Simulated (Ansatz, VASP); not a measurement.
## Ti3W2 in VASP and in Ansatz

Contents of INCAR:

```
SYSTEM = Ti3W2
ALGO     = Normal         ! electronic algorithm
EDIFF    = 1E-6           ! SCF threshold, eV
ENCUT    = 520            ! plane-wave cutoff, eV
GGA      = PE             ! functional
ISIF     = 2              ! what is computed and relaxed
ISMEAR   = 0              ! smearing method
ISPIN    = 2              ! spin polarisation
LASPH    = .True.         ! aspherical terms in the spheres
LCHARG   = .True.         ! write CHGCAR
LELF     = .True.         ! ELF
LMAXMIX  = 4              ! l up to which the mixer works
LORBIT   = 11             ! projections on sites
LREAL    = .False.        ! projectors in reciprocal space
LVHAR    = .True.       
LWAVE    = .False.        ! write WAVECAR
MAGMOM   = 1 1 1 0 0      ! initial moments
NBANDS   = 44             ! bands
NELM     = 150            ! most SCF steps
PREC     = Accurate       ! precision mode
SIGMA    = 0.1            ! smearing width, eV
```

Contents of KPOINTS:

```
k-points
0
Gamma
  6 6 4
  0 0 0
```

Contents of POSCAR:

```
Ti3W2
1.0
    5.3004212520      0.0000000000      0.0000000000
   -2.6502106260      4.5902994549      0.0000000000
    0.0000000000      0.0000000000      4.9572188624
Ti W
3 2
Direct
    0.5000000000      0.0000000000      0.5000000000
    0.0000000000      0.5000000000      0.5000000000
    0.5000000000      0.5000000000      0.5000000000
    0.0000000000      0.0000000000      0.2709194105
    0.0000000000      0.0000000000      0.7290805895
```

Input for Ansatz:

```yaml
crystal:
  lattice:
    - [5.300421252, 0.0, 0.0]
    - [-2.650210626, 4.5902994549, 0.0]
    - [0.0, 0.0, 4.9572188624]
  atoms:
    - { symbol: Ti, position: [0.5, 0.0, 0.5], spin: 1.0 }
    - { symbol: Ti, position: [0.0, 0.5, 0.5], spin: 1.0 }
    - { symbol: Ti, position: [0.5, 0.5, 0.5], spin: 1.0 }
    - { symbol: W, position: [0.0, 0.0, 0.2709194105] }
    - { symbol: W, position: [0.0, 0.0, 0.7290805895] }
basis:
  ecutwfc: 420
kpoints:
  mp_grid: { grid: [6, 6, 4] }
hamiltonian:
  xc: pbe
scf:
  occupations: { method: gaussian, width: 0.1 }
  lower_state_search: "off"
output:
  forces: true
  stress: true
  eigenvalues: true
  populations: true
magnetization:
  spin_polarized: true
```

Alike in both runs: task single point; functional PBE; k mesh 6 × 6 × 4; occupations gaussian, width 0.1 eV; collinear spin.

|  | VASP | Ansatz |
| --- | --- | --- |
| version | VASP 6.6.1 | Ansatz 0.2.0 |
| potentials or method | VASP PAW PBE potentials, release 64 (Ti_sv, W_sv), cutoff 520 eV | scalar-relativistic, plane waves, PAW |
| valence electrons in the cell | 64 | 64 |

```tsv
	VASP	Ansatz	Ansatz less VASP
gap on the k mesh at the Fermi level (eV)	none	none	-
pressure (GPa)	0.3	0.1	-0.25
traceless stress, the component that is largest in VASP (GPa)	0.88	0.14	-0.738
rms of the force components (eV/Å)	0.127	0.030	-0.0973
net moment per atom (μB)	0.07	0.07	-0.002
size of the moment on the site where the two differ most (μB)	0.07	0.04	-0.032
```

Site moments also hang on the region over which each program counts them. Atom by atom the forces differ by 0.097 eV/Å (rms over components). A gap of «none» marks a metal or a gap that the smearing closes.

Neither program's run includes spin-orbit coupling.
